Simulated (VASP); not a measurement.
Crystal: BN.

```
B N
1.0
     2.50058    0.00000    0.00000
    -1.25029    2.16557    0.00000
     0.00000    0.00000    6.52364
B N
2 2
Direct
  0.33333 0.66667 0.25000
  0.66667 0.33333 0.75000
  0.33333 0.66667 0.75000
  0.66667 0.33333 0.25000
```

Base run:

```yaml
Program: VASP 6.6.1
Functional: PBE
Potentials_or_basis: VASP PAW PBE potentials, release 64 (B, N)
Cutoff: 520 eV
k_mesh: 9 × 9 × 4
Occupations: gaussian, width 0.01 eV
Spin: no spin polarisation
```

Its results: band gap on the k mesh 4.38 eV, indirect (least direct gap 4.65 eV); pressure 4.7 GPa.

Question: The run is repeated on the same cell with these changes: functional from PBE to r2SCAN. What comes out?

Answer: Band gap on the k mesh 5.01 eV, indirect (least direct gap 5.28 eV); pressure 1.0 GPa.

r2SCAN gives the wider gap, since meta-GGAs in the generalised Kohn-Sham scheme recover part of the derivative discontinuity.

Caveats: this functional lacks dispersion, which binds the layers, so the pressure and a relaxed spacing across them are unreliable (some runs); the PAW data sets were made with another functional, which shifts forces and pressure a little (some runs).

A k mesh can miss the band edges.
